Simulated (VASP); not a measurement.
Wanted: the native input for a VASP 6.6.1 run.

```
Task                   : single point
Functional             : PBEsol
Potentials or basis    : VASP PAW PBE potentials, release 64 (Pb_d, Cs_sv, Br)
Cutoff                 : 520 eV
k mesh                 : 5 × 5 × 5
Occupations            : fermi-dirac, width 0.05 eV
Spin                   : no spin polarisation
Dipole correction      : no
Further INCAR settings : ALGO = Normal; EDIFF = 1e-06; NBANDS = 30
```

The structure of CsPbBr3 lies in POSCAR:

```
CsPbBr3
1.0
    5.9088753051      0.0000000000      0.0000000000
    0.0000000000      5.9088753051      0.0000000000
    0.0000000000      0.0000000000      5.9088753051
Pb Cs Br
1 1 3
Direct
    0.5000000000      0.5000000000      0.5000000000
    0.0000000000      0.0000000000      0.0000000000
    0.5000000000      0.5000000000      0.0000000000
    0.5000000000      0.0000000000      0.5000000000
    0.0000000000      0.5000000000      0.5000000000
```

These files were run (other wordings do the same):

INCAR

```
  ALGO = Normal
  EDIFF = 1E-6
  ENCUT = 520
  GGA = PS
  ISIF = 2
  ISMEAR = -1
  LASPH = True
  LCHARG = True
  LELF = True
  LREAL = False
  LVHAR = True
  LWAVE = False
  NBANDS = 30
  NELM = 60
  PREC = Accurate
  SIGMA = 0.05
```

KPOINTS

```
k-points
0
Gamma
  5 5 5
```

Potentials or basis: VASP PAW PBE potentials, release 64 (Pb_d, Cs_sv, Br).

Run with:

```sh
$ cat potpaw_PBE.64/Pb_d/POTCAR potpaw_PBE.64/Cs_sv/POTCAR potpaw_PBE.64/Br/POTCAR > POTCAR
$ mpirun -np 1 vasp_std > vasp.out
```

It gave:

* Pressure: -0.4 GPa
* Band gap on the k mesh: 2.61 eV

Caveat: the PAW data sets were made with another functional, which shifts forces and pressure a little; spin-orbit coupling is left out, which moves the levels of the heavy elements; an odd mesh through Γ misses points on the zone boundary, where band edges can lie.

Wall time 73 s on 1 thread of Intel(R) Xeon(R) Platinum 8488C (Sapphire Rapids), on a shared host, peak memory 0.34 GiB.
